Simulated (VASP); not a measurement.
# GaN in VASP: notebook, part 2 of 2

VASP 6.6.1. The steps go on from the part before.

### Step 4. Single point, HSE06 (strain -5.1%)

File POSCAR:

```
GaN
1.0
    0.0000000000      2.1344808572      2.1344808572
    2.1344808572      0.0000000000      2.1344808572
    2.1344808572      2.1344808572      0.0000000000
Ga N
1 1
Direct
    0.0000000000      0.0000000000      0.0000000000
    0.2500000000      0.2500000000      0.2500000000
```

File INCAR.step1:

```
PREC     = Accurate       # precision mode
ENCUT    = 520            # plane-wave cutoff, eV
EDIFF    = 1E-5           # SCF threshold, eV
ISMEAR   = 0              # smearing method
SIGMA    = 0.01           # smearing width, eV
LREAL    = F              # projectors in reciprocal space
LASPH    = T              # aspherical terms in the spheres
NELM     = 80             # most SCF steps
ALGO     = Normal         # electronic algorithm
ISIF     = 2              # what is computed and relaxed
LWAVE    = T              # write WAVECAR
LCHARG   = F              # write CHGCAR
GGA      = PE             # functional
NBANDS   = 16             # bands
```

File INCAR.step2:

```
PREC     = Accurate       # precision mode
ENCUT    = 520            # plane-wave cutoff, eV
EDIFF    = 1E-7           # SCF threshold, eV
ISMEAR   = 0              # smearing method
SIGMA    = 0.01           # smearing width, eV
LREAL    = F              # projectors in reciprocal space
LASPH    = T              # aspherical terms in the spheres
NELM     = 80             # most SCF steps
ALGO     = Normal         # electronic algorithm
ISIF     = 2              # what is computed and relaxed
LWAVE    = F              # write WAVECAR
LCHARG   = F              # write CHGCAR
GGA      = PE             # functional
LHFCALC  = T              # exact exchange
HFSCREEN = 0.2079         # screening, 1/A
PRECFOCK = Normal       
ISTART   = 1            
NBANDS   = 16             # bands
```

File KPOINTS:

```
Automatic mesh
0
Gamma
  6 6 6
```

Potentials or basis: VASP PAW PBE potentials, release 64 (Ga_d, N).

Command:

```
$ cat potpaw_PBE.64/Ga_d/POTCAR potpaw_PBE.64/N/POTCAR > POTCAR
$ cp INCAR.step1 INCAR
$ mpirun -np 1 vasp_std > vasp.out
$ cp INCAR.step2 INCAR
$ mpirun -np 1 vasp_std > vasp.out
```

OUTCAR:

```text
PREC = Accurate
   ENCUT = 520
   EDIFF = 1E-7
   ISMEAR = 0
   LREAL = F
   LASPH = T
   NELM = 80
   ISIF = 2
   GGA = PE
   LHFCALC = T
   HFSCREEN = 0.2079
   PRECFOCK = Normal
   ISTART = 1

 ion  position               nearest neighbor table
   1  0.000  0.000  0.000-   2 1.85   2 1.85   2 1.85   2 1.85
   2  0.250  0.250  0.250-   1 1.85   1 1.85   1 1.85   1 1.85

  LATTYP: Found a face centered cubic cell.
 ALAT       =     4.2689617144

  Lattice vectors:

 A1 = (   0.0000000000,   2.1344808572,   2.1344808572)
 A2 = (   2.1344808572,   0.0000000000,   2.1344808572)
 A3 = (   2.1344808572,   2.1344808572,   0.0000000000)

Analysis of symmetry for initial positions (statically):
=====================================================================
 Subroutine PRICEL returns:
 Original cell was already a primitive cell.

 Routine SETGRP: Setting up the symmetry group for a
 face centered cubic supercell.

 Subroutine GETGRP returns: Found 24 space group operations
 (whereof 24 operations were pure point group operations)
 out of a pool of 48 trial point group operations.

The static configuration has the point symmetry T_d .

Analysis of symmetry for dynamics (positions and initial velocities):
=====================================================================
 Subroutine PRICEL returns:
 Original cell was already a primitive cell.

 Routine SETGRP: Setting up the symmetry group for a
 face centered cubic supercell.

 Subroutine GETGRP returns: Found 24 space group operations
 (whereof 24 operations were pure point group operations)
 out of a pool of 48 trial point group operations.

The dynamic configuration has the point symmetry T_d .

 Subroutine INISYM returns: Found 24 space group operations
 (whereof 24 operations are pure point group operations),
 and found     1 'primitive' translations

----------------------------------------------------------------------------------------

                                     Primitive cell

  volume of cell :      19.4494

  direct lattice vectors                    reciprocal lattice vectors
     0.000000000  2.134480857  2.134480857    -0.234248997  0.234248997  0.234248997
     2.134480857  0.000000000  2.134480857     0.234248997 -0.234248997  0.234248997
     2.134480857  2.134480857  0.000000000     0.234248997  0.234248997 -0.234248997

  length of vectors
     3.018611777  3.018611777  3.018611777     0.405731164  0.405731164  0.405731164

  position of ions in fractional coordinates (direct lattice)
     0.000000000  0.000000000  0.000000000
     0.250000000  0.250000000  0.250000000

  ion indices of the primitive-cell ions
   primitive index   ion index
                 1           1
                 2           2

----------------------------------------------------------------------------------------

[... 23 lines left out ...]

 Following reciprocal coordinates:
            Coordinates               Weight
  0.000000  0.000000  0.000000      1.000000
  0.166667  0.000000  0.000000      8.000000
  0.333333  0.000000  0.000000      8.000000
  0.500000  0.000000  0.000000      4.000000
  0.166667  0.166667  0.000000      6.000000
  0.333333  0.166667  0.000000     24.000000
[... 8 lines left out ...]
 -0.333333  0.333333  0.166667     24.000000
 -0.333333  0.500000  0.166667     12.000000
   k-points           NKPTS =     16   k-points in BZ     NKDIM =    216   number of bands    NBANDS=     16
   number of dos      NEDOS =    301   number of ions     NIONS =      2
   total plane-waves  NPLWV =  13824
   dimension x,y,z NGX =    24 NGY =   24 NGZ =   24
   dimension x,y,z NGXF=    48 NGYF=   48 NGZF=   48
   ions per type =               1   1
   NGX,Y,Z   is equivalent  to a cutoff of  13.22, 13.22, 13.22 a.u.
   NGXF,Y,Z  is equivalent  to a cutoff of  26.44, 26.44, 26.44 a.u.
 SYSTEM =  unknown system
   PREC   = accura    normal or accurate (medium, high low for compatibility)
   ISTART =      1    job   : 0-new  1-cont  2-samecut
   ICHARG =      0    charge: 1-file 2-atom 10-const
   ISPIN  =      1    spin polarized calculation?
   LNONCOLLINEAR =      F non collinear calculations
   LSORBIT =      F    spin-orbit coupling
   LASPH  =      T    aspherical Exc in radial PAW
   ENCUT  =  520.0 eV  38.22 Ry    6.18 a.u.   5.61  5.61  5.61*2*pi/ulx,y,z
   NELM   =     80;   NELMIN=  2; NELMDL=  0     # of ELM steps
   EDIFF  = 0.1E-06   stopping-criterion for ELM
   LREAL  =      F    real-space projection
   EDIFFG = 0.1E-05   stopping-criterion for IOM
   NSW    =      0    number of steps for IOM
   IBRION =     -1    ionic relax: 0-MD 1-quasi-New 2-CG
   NFREE  =      0    steps in history (QN), initial steepest desc. (CG)
   ISIF   =      2    stress and relaxation
   ISYM   =      3    0-nonsym 1-usesym 2-fastsym
   POTIM  = 0.5000    time-step for ionic-motion
   TEBEG  =    0.0;   TEEND  =   0.0 temperature during run
   PSTRESS=    0.0 pullay stress
   NELECT =      18.0000    total number of electrons
   NUPDOWN=      -1.0000    fix difference up-down
   EMIN   =  10.00;   EMAX   =-10.00  energy-range for DOS
   EFERMI =   0.00;   METHOD = LEGACY
   ISMEAR =     0;   SIGMA  =   0.01  broadening in eV -4-tet -1-fermi 0-gaus
   EFERMI_NEDOS =   21; number of points for ismear=-14 and -15
   IALGO  =     38    algorithm
   IMIX   =      1    mixing-type and parameters
     AMIX     =   0.40;   BMIX     =  1.00
     AMIX_MAG =   1.60;   BMIX_MAG =  1.00
  volume/ion in A,a.u.               =       9.72        65.63
  Fermi-wavevector in a.u.,A,eV,Ry     =   1.595377  3.014826 34.629938  2.545229
  Thomas-Fermi vector in A             =   2.693305
   LORBIT       =      0    0 simple, 1 ext, 2 COOP (PROOUT), +10 PAW based schemes
   GGA     = PE    functional components
   LHFCALC =     T    Hartree Fock is set to
   PRECFOCK=normal    Normal, Fast or Accurate (Low or Medium for compatibility)
   ENCUT4O =  -1.0   cutoff for four orbital integrals eV
   NKREDX  =     1    reduce k-point grid by
   NKREDY  =     1    reduce k-point grid by
   NKREDZ  =     1    reduce k-point grid by
   AEXX    =    0.2500 exact exchange contribution
   HFSCREEN=    0.2079 screening length (either q_TF or 0.3 A-1)
   HFSCREENC=   0.2079 screening length for correlation (either q_TF or 0.3 A-1)
   ENCUTFOCK=  -1.0 apply spherical cutoff to Coloumb kernel
   IVDW    =     0    specifies the selected vdW correction
   LEPSILON=     F    determine dielectric tensor
   LRPA    =     F    only Hartree local field effects (RPA)
 non-spin polarized calculation
 Gauss-broadening in eV      SIGMA  =   0.01
  energy-cutoff  :      520.00
  volume of cell :       19.45
 maximum number of plane-waves:       544
 NGX is ok and might be reduce to    24
  NGX = 18; NGY = 18; NGZ = 18

 number of electron      18.0000005 magnetization

 Free energy of the ion-electron system (eV)
  ---------------------------------------------------
  ext. energy  EPLUGINS =         0.00000000
  ---------------------------------------------------
  free energy    TOTEN  =       -14.35350606 eV

  energy without entropy =      -14.35350606  energy(sigma->0) =      -14.35350606

 E-fermi :   6.4205     XC(G=0): -10.2556

 val. band max:        6.3242344001   @ k =   0.0000   0.0000   0.0000
 cond. band min:      10.5081347933   @ k =   0.0000   0.0000   0.0000
 fundamental gap:      4.1839003932
 Fermi energy:         6.4204637123

 k-point     1 :       0.0000    0.0000    0.0000
  band No.  band energies     occupation
      1     -12.6829      2.00000
      2      -9.3854      2.00000
      3      -9.3854      2.00000
      4      -9.3854      2.00000
      5      -8.8735      2.00000
      6      -8.8735      2.00000
[... 281 lines left out ...]
      3      -9.0712      2.00000
      4      -8.9040      2.00000
      5      -8.8210      2.00000
      6      -6.4233      2.00000
[... 8 lines left out ...]
     15      30.7044      0.00000
     16      34.4010      0.00000

------------------------ aborting loop because EDIFF is reached ----------------------------------------

  FORCE on cell =-STRESS in cart. coord.  units (eV):
  Direction    XX          YY          ZZ          XY          YZ          ZX
  --------------------------------------------------------------------------------------
  -------------------------------------------------------------------------------------
  Total        5.1909606      5.1909606      5.1909606     -0.0000000      0.0000000     -0.0000000
  in kB      427.6136201    427.6136201    427.6136201     -0.0000000      0.0000000     -0.0000000
  external PRESSURE =     427.6136201 kB  Pullay stress =       0.0000000 kB

 VOLUME and BASIS-vectors are now :
 -----------------------------------------------------------------------------
  energy-cutoff  :      520.00
  volume of cell :       19.45
      direct lattice vectors                 reciprocal lattice vectors
     0.000000000  2.134480857  2.134480857    -0.234248997  0.234248997  0.234248997
     2.134480857  0.000000000  2.134480857     0.234248997 -0.234248997  0.234248997
     2.134480857  2.134480857  0.000000000     0.234248997  0.234248997 -0.234248997

 POSITION                                       TOTAL-FORCE (eV/Angst)
 -----------------------------------------------------------------------------------
      0.00000      0.00000      0.00000        -0.000000     -0.000000     -0.000000
      1.06724      1.06724      1.06724         0.000000      0.000000      0.000000
 -----------------------------------------------------------------------------------
    total drift:                                0.000004     -0.000001      0.000004

  FREE ENERGIE OF THE ION-ELECTRON SYSTEM (eV)
  ---------------------------------------------------
  free  energy   TOTEN  =       -14.3535060609 eV

  energy  without entropy=      -14.3535060609  energy(sigma->0) =      -14.35350606
```

Run time: 55 min. Hardware: 1 thread of Intel Xeon 8259CL, shared host; peak memory 0.26 GiB.

What came out:

```
Free energy            : -14.3535 eV
Pressure               : 42.8 GPa
Band gap on the k mesh : 4.18 eV
```

Caveat: the k points lie up to 0.42 Å⁻¹ apart; the cell differs from its parent crystal (strain -5.1%); the PAW data sets were made with another functional, which shifts forces and pressure a little.

### Step 5. The runs side by side

| level | cell | k mesh | smearing | grid for exact exchange (PRECFOCK) | share of exact exchange | screening parameter | gap on the mesh (eV) | pressure (GPa) |
| --- | --- | --- | --- | --- | --- | --- | --- | --- |
| PBE | a = 3.019 Å, angles 60.0°, 2 atoms | 10 × 10 × 10 | fermi-dirac 0.02 eV | - | - | - | 2.77 | 49.3 |
| r2SCAN | a = 3.183, b = 3.183, c = 3.089 Å, angles 61.0, 61.0, 58.1°, 2 atoms | 10 × 10 × 10 | gaussian 0.01 eV | - | - | - | 2.24 | 7.0 |
| HSE06 | a = 3.019 Å, angles 60.0°, 2 atoms | 6 × 6 × 6 | gaussian 0.01 eV | Normal | 0.25 | 0.2079 1/Å | 4.18 | 42.8 |

Alike in all rows: task single point; potentials or basis VASP PAW PBE potentials, release 64 (Ga_d, N); no spin polarisation; cutoff (eV) 520.

Caveats: some runs use coarse meshes; the cell stands under pressure (at least some runs); the PAW data sets were made with another functional, which shifts forces and pressure a little (at least some runs).

Absolute energies hang on the potentials; compare differences alone.
